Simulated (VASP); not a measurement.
# BN (Fmm2) in VASP: a series of runs, part 2 of 2

VASP 6.6.1. The steps go on from the part before.

## Step 3: Single point, LDA

This run uses another cell than the first one, of 9.19 Å³/atom, 1.032 times its volume.

Contents of INCAR:

```
PREC = Accurate
ENCUT = 520
EDIFF = 1E-6
ISMEAR = 0
SIGMA = 0.01
LREAL = False
LASPH = True
NELM = 60
ALGO = Normal
ISIF = 2
LWAVE = False
LCHARG = False
NBANDS = 11
```

Contents of KPOINTS:

```
regular mesh
0
Gamma
  10 10 10
```

Contents of POSCAR:

```
BN
1.0
    0.0000000000      3.4600073637      2.1442097969
    1.2389883881      0.0000000000      2.1442097969
    1.2389883881      3.4600073637      0.0000000000
B N
1 1
Direct
    0.0000490000      0.0000490000      0.9999510000
    0.6666666667      0.6666666667      0.3333333333
```

Potentials or basis: VASP PAW LDA potentials, release 64 (B, N).

Run with:

```sh
cat potpaw_LDA.64/B/POTCAR potpaw_LDA.64/N/POTCAR > POTCAR
mpirun -np 1 vasp_std > vasp.out
```

OUTCAR:

```text
PREC = Accurate
   ENCUT = 520
   EDIFF = 1E-6
   ISMEAR = 0
   LREAL = False
   LASPH = True
   NELM = 60
   ISIF = 2

 ion  position               nearest neighbor table
   1  0.000  0.000  1.000-   2 1.43   2 1.43   2 1.43
   2  0.667  0.667  0.333-   1 1.43   1 1.43   1 1.43

  LATTYP: Found a face centered orthorhombic cell.
 ALAT       =     2.4779767762
 B/A-ratio  =     1.7306133112
 C/A-ratio  =     2.7926067725

  Lattice vectors:

 A1 = (   0.0000000000,   3.4600073637,   2.1442097969)
 A2 = (  -1.2389883881,   3.4600073637,   0.0000000000)
 A3 = (  -1.2389883881,   0.0000000000,   2.1442097969)

Analysis of symmetry for initial positions (statically):
=====================================================================
 Subroutine PRICEL returns:
 Original cell was already a primitive cell.

 Routine SETGRP: Setting up the symmetry group for a
 face centered orthorhombic supercell.

 Subroutine GETGRP returns: Found  4 space group operations
 (whereof  4 operations were pure point group operations)
 out of a pool of  8 trial point group operations.

The static configuration has the point symmetry C_2v.

Analysis of symmetry for dynamics (positions and initial velocities):
=====================================================================
 Subroutine PRICEL returns:
 Original cell was already a primitive cell.

 Routine SETGRP: Setting up the symmetry group for a
 face centered orthorhombic supercell.

 Subroutine GETGRP returns: Found  4 space group operations
 (whereof  4 operations were pure point group operations)
 out of a pool of  8 trial point group operations.

The dynamic configuration has the point symmetry C_2v.

 Subroutine INISYM returns: Found  4 space group operations
 (whereof  4 operations are pure point group operations),
 and found     1 'primitive' translations

----------------------------------------------------------------------------------------

                                     Primitive cell

  volume of cell :      18.3841
[... 112 lines left out ...]
  Thomas-Fermi vector in A             =   2.375013
   LORBIT       =      0    0 simple, 1 ext, 2 COOP (PROOUT), +10 PAW based schemes
   GGA     = CA    functional components
   LHFCALC =     F    Hartree Fock is set to
   AEXX    =    0.0000 exact exchange contribution
   IVDW    =     0    specifies the selected vdW correction
   LEPSILON=     F    determine dielectric tensor
   LRPA    =     F    only Hartree local field effects (RPA)
 non-spin polarized calculation
 Gauss-broadening in eV      SIGMA  =   0.01
  energy-cutoff  :      520.00
  volume of cell :       18.38
 maximum number of plane-waves:       512
   NGX = 15   NGY =  9   NGZ = 13

 number of electron       8.0000001 magnetization

 Free energy of the ion-electron system (eV)
  ---------------------------------------------------
  ext. energy  EPLUGINS =         0.00000000
  ---------------------------------------------------
  free energy    TOTEN  =       -19.27972295 eV

  energy without entropy =      -19.27972295  energy(sigma->0) =      -19.27972295

 E-fermi :   2.1516     XC(G=0): -10.3314

 val. band max:        2.0090553105   @ k =   0.4000  -0.4000   0.1000
 cond. band min:       5.7151040395   @ k =   0.0000   0.5000   0.5000
 fundamental gap:      3.7060487290
 Fermi energy:         2.1515769539

 k-point     1 :       0.0000    0.0000    0.0000
  band No.  band energies     occupation
      1     -15.7924      2.00000
      2      -2.5805      2.00000
      3       0.6559      2.00000
      4       0.6653      2.00000
      5       6.6014      0.00000
      6      13.6995      0.00000
      7      13.7618      0.00000
      8      15.2265      0.00000
      9      17.1315      0.00000
     10      27.8968      0.00000
     11      28.8536      0.00000
[... 309 lines left out ...]
 k-point    24 :       0.4000    0.3000   -0.0000
  band No.  band energies     occupation
      1     -13.4541      2.00000
      2      -5.2962      2.00000
      3      -2.2805      2.00000
      4       0.3161      2.00000
      5       9.4448      0.00000
      6      10.5254      0.00000
      7      14.0640      0.00000
      8      18.0480      0.00000
      9      20.2261      0.00000
     10      21.7064      0.00000
     11      25.5834      0.00000

 [... further k-points ...]
[... 5 lines left out ...]
  --------------------------------------------------------------------------------------
  -------------------------------------------------------------------------------------
  Total        0.6581658     -0.1365318      0.6641473      0.0000000      0.0000000      0.0000000
  in kB       57.3593651    -11.8987911     57.8806620      0.0000000      0.0000000      0.0000000
  external PRESSURE =      34.4470787 kB  Pullay stress =       0.0000000 kB

 VOLUME and BASIS-vectors are now :
 -----------------------------------------------------------------------------
  energy-cutoff  :      520.00
  volume of cell :       18.38
      direct lattice vectors                 reciprocal lattice vectors
     0.000000000  3.460007364  2.144209797    -0.403555033  0.144508363  0.233186137
     1.238988388  0.000000000  2.144209797     0.403555033 -0.144508363  0.233186137
     1.238988388  3.460007364  0.000000000     0.403555033  0.144508363 -0.233186137

 POSITION                                       TOTAL-FORCE (eV/Angst)
 -----------------------------------------------------------------------------------
      1.23899      3.46001      0.00021         0.000000      0.000000      0.014877
      1.23899      3.46001      2.85895         0.000000      0.000000     -0.014877
 -----------------------------------------------------------------------------------
    total drift:                                0.000003      0.000004     -0.000053

  FREE ENERGIE OF THE ION-ELECTRON SYSTEM (eV)
  ---------------------------------------------------
  free  energy   TOTEN  =       -19.2797229542 eV

  energy  without entropy=      -19.2797229542  energy(sigma->0) =      -19.27972295
```

Run time: 16 s. Hardware: 1 thread of Intel Xeon 6975P-C (Granite Rapids), shared host; peak memory 0.15 GiB.

What came out:

| Item | Value |
| --- | --- |
| Free energy | -19.2797 eV |
| Pressure | 3.4 GPa |
| Largest force | 0.015 eV/Å |
| Band gap on the k mesh | 3.71 eV, indirect (least direct gap 4.68 eV) |

Forces on the atoms (eV/Å):
```
B    0.000  0.000  0.015
N    0.000  0.000 -0.015
```

Stress tensor (GPa, compression positive):
```
 5.74  0.00  0.00
 0.00 -1.19  0.00
 0.00  0.00  5.79
```
